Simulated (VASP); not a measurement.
A run of VASP 6.6.1 is set up as follows.

Contents of INCAR:

```
SYSTEM = MgS
PREC     = Accurate       ! precision mode
ENCUT    = 520            ! plane-wave cutoff, eV
EDIFF    = 1E-7           ! SCF threshold, eV
ISMEAR   = 1              ! smearing method
SIGMA    = 0.1            ! smearing width, eV
LREAL    = .False.        ! projectors in reciprocal space
LASPH    = .True.         ! aspherical terms in the spheres
NELM     = 80             ! most SCF steps
ALGO     = Normal         ! electronic algorithm
ISIF     = 2              ! what is computed and relaxed
LWAVE    = .False.        ! write WAVECAR
LCHARG   = .True.         ! write CHGCAR
GGA      = PE             ! functional
LELF     = .True.         ! ELF
LVHAR    = .True.       
NBANDS   = 11             ! bands
```

KPOINTS

```
Automatic mesh
0
Gamma
  7 7 7
  0 0 0
```

POSCAR

```
MgS
1.0
    0.0000000000      2.6016500000      2.6016500000
    2.6016500000      0.0000000000      2.6016500000
    2.6016500000      2.6016500000      0.0000000000
S Mg
1 1
Direct
    0.5000000000      0.5000000000      0.5000000000
    0.0000000000      0.0000000000      0.0000000000
```

Potentials or basis: VASP PAW PBE potentials, release 64 (S, Mg).

Run with:

```bash
$ cat potpaw_PBE.64/S/POTCAR potpaw_PBE.64/Mg/POTCAR > POTCAR
$ mpirun -np 1 vasp_std > vasp.out
```

(1) Predict the band gap on the k mesh.

(2) What does it give for the pressure?

Results:

(1) 2.99 eV, indirect (least direct gap 3.71 eV).

(2) 0.9 GPa.
